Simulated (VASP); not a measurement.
NiO2:

```
Ni O
1.0
     2.80385    0.00000    0.00000
    -1.40193    2.42821    0.00000
     0.00000    0.00000    4.08381
Ni O
1 2
Direct
  0.00000 0.00000 0.50000
  0.66667 0.33333 0.73051
  0.33333 0.66667 0.26949
```

This cell differs from its parent crystal: c/a of the conventional cell at fixed volume 1.4565.

Base run:

* Program: VASP 6.6.1
* Functional: LDA
* Potentials or basis: VASP PAW LDA potentials, release 64 (Ni, O)
* Cutoff: 520 eV
* k mesh: 12 × 12 × 6
* Occupations: gaussian, width 0.05 eV
* Spin: no spin polarisation

Its results: band gap on the k mesh 0.59 eV, indirect (least direct gap 0.81 eV); pressure -9.2 GPa; largest force 0.699 eV/Å.

**Question.** The run is repeated on the same cell with these changes: potentials or basis from VASP PAW LDA potentials, release 64 (Ni, O) to VASP PAW LDA potentials, release 64 (Ni_sv_GW, O); cutoff from 520 eV to 600 eV; further incar settings from ALGO = Normal; EDIFF = 1e-07; NBANDS = 18 to ALGO = Normal; EDIFF = 1e-06; NBANDS = 22; valence electrons from 22 to 30. What comes out?

**Answer.** Band gap on the k mesh 0.61 eV, indirect (least direct gap 0.83 eV); pressure -10.5 GPa; largest force 0.690 eV/Å.

A k mesh can miss the band edges.
